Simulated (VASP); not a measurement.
# WC (P-6m2) in VASP: single point with PBE

Aim: the single point of WC with PBE.

All numbers are computed with VASP 6.6.1; they aren't measurements. Logs are shortened: lines on timing, memory, paths and dates and some standing lists are left out, and cuts for length are marked.

## 1. The cell of the first run

Symmetry: P-6m2, No. 187, hexagonal system. Conventional cell: a = 2.922 Å, b = 2.922 Å, c = 2.847 Å, α = 90.00°, β = 90.00°, γ = 120.00°. Within 3.0 Å of W (site symmetry -6m2) lie 6 C at 2.21 Å and 8 W at 2.85 to 2.92 Å. Within 3.0 Å of C (site symmetry -6m2) lie 6 W at 2.21 Å and 8 C at 2.85 to 2.92 Å.

## 2. Single point, PBE

INCAR reads:

```
  PREC = Accurate
  ENCUT = 1300
  EDIFF = 1E-6
  ISMEAR = 0
  SIGMA = 0.1
  LREAL = F
  LASPH = T
  NELM = 120
  ALGO = Normal
  ISIF = 2
  LWAVE = F
  LCHARG = F
  GGA = PE
  NBANDS = 16
  GGA_COMPAT = F
```

KPOINTS reads:

```
regular mesh
0
Gamma
  18 18 14
```

POSCAR reads:

```
WC
1.0
    2.9217712068      0.0000000000      0.0000000000
   -1.4608856034      2.5303280892      0.0000000000
    0.0000000000      0.0000000000      2.8470769659
W C
1 1
Direct
    0.0000000000      0.0000000000      0.0000000000
    0.6666666667      0.3333333333      0.5000000000
```

Potentials or basis: VASP PAW PBE potentials, release 64 (W_sv, C_h).

Command:

```
$ cat potpaw_PBE.64/W_sv/POTCAR potpaw_PBE.64/C_h/POTCAR > POTCAR
$ mpirun -np 1 vasp_std > vasp.out
```

OUTCAR:

```text
PREC = Accurate
   ENCUT = 1300
   EDIFF = 1E-6
   ISMEAR = 0
   LREAL = F
   LASPH = T
   NELM = 120
   ISIF = 2
   GGA = PE

 ion  position               nearest neighbor table
   1  0.000  0.000  0.000-   2 2.21   2 2.21   2 2.21   2 2.21   2 2.21   2 2.21
   2  0.667  0.333  0.500-   1 2.21   1 2.21   1 2.21   1 2.21   1 2.21   1 2.21

  LATTYP: Found a hexagonal cell.
 ALAT       =     2.9217712068
 C/A-ratio  =     0.9744352875

  Lattice vectors:

 A1 = (   2.9217712068,   0.0000000000,   0.0000000000)
 A2 = (  -1.4608856034,   2.5303280892,   0.0000000000)
 A3 = (   0.0000000000,   0.0000000000,   2.8470769659)

Analysis of symmetry for initial positions (statically):
=====================================================================
 Subroutine PRICEL returns:
 Original cell was already a primitive cell.

 Routine SETGRP: Setting up the symmetry group for a
 hexagonal supercell.

 Subroutine GETGRP returns: Found 12 space group operations
 (whereof 12 operations were pure point group operations)
 out of a pool of 24 trial point group operations.

The static configuration has the point symmetry D_3h.

Analysis of symmetry for dynamics (positions and initial velocities):
=====================================================================
 Subroutine PRICEL returns:
 Original cell was already a primitive cell.

 Routine SETGRP: Setting up the symmetry group for a
 hexagonal supercell.

 Subroutine GETGRP returns: Found 12 space group operations
 (whereof 12 operations were pure point group operations)
 out of a pool of 24 trial point group operations.

The dynamic configuration has the point symmetry D_3h.

 Subroutine INISYM returns: Found 12 space group operations
 (whereof 12 operations are pure point group operations),
 and found     1 'primitive' translations

----------------------------------------------------------------------------------------

                                     Primitive cell

  volume of cell :      21.0486

  direct lattice vectors                    reciprocal lattice vectors
     2.921771207  0.000000000  0.000000000     0.342258147  0.197602833  0.000000000
    -1.460885603  2.530328089  0.000000000     0.000000000  0.395205667  0.000000000
     0.000000000  0.000000000  2.847076966     0.000000000  0.000000000  0.351237431

  length of vectors
[... 81 lines left out ...]
   NELM   =    120;   NELMIN=  2; NELMDL= -5     # of ELM steps
   EDIFF  = 0.1E-05   stopping-criterion for ELM
   LREAL  =      F    real-space projection
   EDIFFG = 0.1E-04   stopping-criterion for IOM
   NSW    =      0    number of steps for IOM
   IBRION =     -1    ionic relax: 0-MD 1-quasi-New 2-CG
   NFREE  =      0    steps in history (QN), initial steepest desc. (CG)
   ISIF   =      2    stress and relaxation
   ISYM   =      2    0-nonsym 1-usesym 2-fastsym
   POTIM  = 0.5000    time-step for ionic-motion
   TEBEG  =    0.0;   TEEND  =   0.0 temperature during run
   PSTRESS=    0.0 pullay stress
   NELECT =      18.0000    total number of electrons
   NUPDOWN=      -1.0000    fix difference up-down
   EMIN   =  10.00;   EMAX   =-10.00  energy-range for DOS
   EFERMI =   0.00;   METHOD = LEGACY
   ISMEAR =     0;   SIGMA  =   0.10  broadening in eV -4-tet -1-fermi 0-gaus
   EFERMI_NEDOS =   21; number of points for ismear=-14 and -15
   IALGO  =     38    algorithm
   IMIX   =      4    mixing-type and parameters
     AMIX     =   0.40;   BMIX     =  1.00
     AMIX_MAG =   1.60;   BMIX_MAG =  1.00
  volume/ion in A,a.u.               =      10.52        71.02
  Fermi-wavevector in a.u.,A,eV,Ry     =   1.553907  2.936458 32.852978  2.414626
  Thomas-Fermi vector in A             =   2.658070
   LORBIT       =      0    0 simple, 1 ext, 2 COOP (PROOUT), +10 PAW based schemes
   GGA     = PE    functional components
   LHFCALC =     F    Hartree Fock is set to
   AEXX    =    0.0000 exact exchange contribution
   IVDW    =     0    specifies the selected vdW correction
   LEPSILON=     F    determine dielectric tensor
   LRPA    =     F    only Hartree local field effects (RPA)
 non-spin polarized calculation
 Gauss-broadening in eV      SIGMA  =   0.10
  energy-cutoff  :     1300.00
  volume of cell :       21.05
 maximum number of plane-waves:      2284
 NGX is ok and might be reduce to    36
   NGX = 17   NGY = 17   NGZ = 17

 number of electron      18.0000000 magnetization

 Free energy of the ion-electron system (eV)
  ---------------------------------------------------
  ext. energy  EPLUGINS =         0.00000000
  ---------------------------------------------------
  free energy    TOTEN  =       -22.45671336 eV

  energy without entropy =      -22.45532059  energy(sigma->0) =      -22.45601697

 E-fermi :  11.1918     XC(G=0): -13.7549

 val. band max:       11.1831483228   @ k =   0.4444   0.0000   0.5000
 cond. band min:      11.2023290489   @ k =   0.4444   0.0556   0.4286
 fundamental gap:      0.0191807261
 Fermi energy:        11.1918201755

 k-point     1 :       0.0000    0.0000    0.0000
  band No.  band energies     occupation
      1     -62.8304      2.00000
      2     -26.8068      2.00000
      3     -26.7164      2.00000
      4     -26.7164      2.00000
      5      -3.1377      2.00000
      6       6.9741      2.00000
[... 433 lines left out ...]
      3     -26.9487      2.00000
      4     -26.7021      2.00000
      5       0.1815      2.00000
      6       4.4017      2.00000
[... 8 lines left out ...]
     15      24.8046      0.00000
     16      28.5317      0.00000

 [... further k-points ...]

------------------------ aborting loop because EDIFF is reached ----------------------------------------

  FORCE on cell =-STRESS in cart. coord.  units (eV):
  Direction    XX          YY          ZZ          XY          YZ          ZX
  --------------------------------------------------------------------------------------
  -------------------------------------------------------------------------------------
  Total        0.1233848      0.1233848      0.1598264      0.0000000      0.0000000     -0.0000000
  in kB        9.3918245      9.3918245     12.1656925      0.0000000      0.0000000     -0.0000000
  external PRESSURE =      10.3164471 kB  Pullay stress =       0.0000000 kB

 VOLUME and BASIS-vectors are now :
 -----------------------------------------------------------------------------
  energy-cutoff  :     1300.00
  volume of cell :       21.05
      direct lattice vectors                 reciprocal lattice vectors
     2.921771207  0.000000000  0.000000000     0.342258147  0.197602833  0.000000000
    -1.460885603  2.530328089  0.000000000     0.000000000  0.395205667  0.000000000
     0.000000000  0.000000000  2.847076966     0.000000000  0.000000000  0.351237431

 POSITION                                       TOTAL-FORCE (eV/Angst)
 -----------------------------------------------------------------------------------
      0.00000      0.00000      0.00000         0.000000     -0.000000      0.000000
      1.46089      0.84344      1.42354        -0.000000      0.000000      0.000000
 -----------------------------------------------------------------------------------
    total drift:                               -0.000000      0.000000      0.000000

  FREE ENERGIE OF THE ION-ELECTRON SYSTEM (eV)
  ---------------------------------------------------
  free  energy   TOTEN  =       -22.4567133609 eV

  energy  without entropy=      -22.4553205877  energy(sigma->0) =      -22.45601697
```

Run time: 5.2 min. Hardware: 1 thread of AMD EPYC 7R43 (Zen 3), shared host; peak memory 0.48 GiB.

What came out:

| Property | Result |
| --- | --- |
| Free energy | -22.4567 eV |
| Pressure | 1.0 GPa |
| Band gap on the k mesh | zero (bands 9 and 10 overlap by 1.20 eV) |

Stress tensor (GPa, compression positive):
```
0.94 0.00 0.00
0.00 0.94 0.00
0.00 0.00 1.22
```

Levels at points of the mesh, in eV from the Fermi level:
```
           k point  band 6  band 7  band 8  band 9  band 10  band 11  band 12  band 13
(0.00, 0.00, 0.00)   -4.22   -3.27   -3.27    0.11     3.18     3.18     5.56     5.56
(0.50, 0.00, 0.00)   -6.96   -3.53   -3.49   -0.46     2.32     4.45     4.79     6.79
(0.00, 0.00, 0.50)   -8.55   -1.98   -1.98   -0.56    -0.56     3.65     4.49     4.49
(0.50, 0.00, 0.50)   -6.36   -4.24   -4.14    0.27     4.34     5.22     6.52     9.05
```

Caveat: spin-orbit coupling is left out, which moves the levels of the heavy elements.
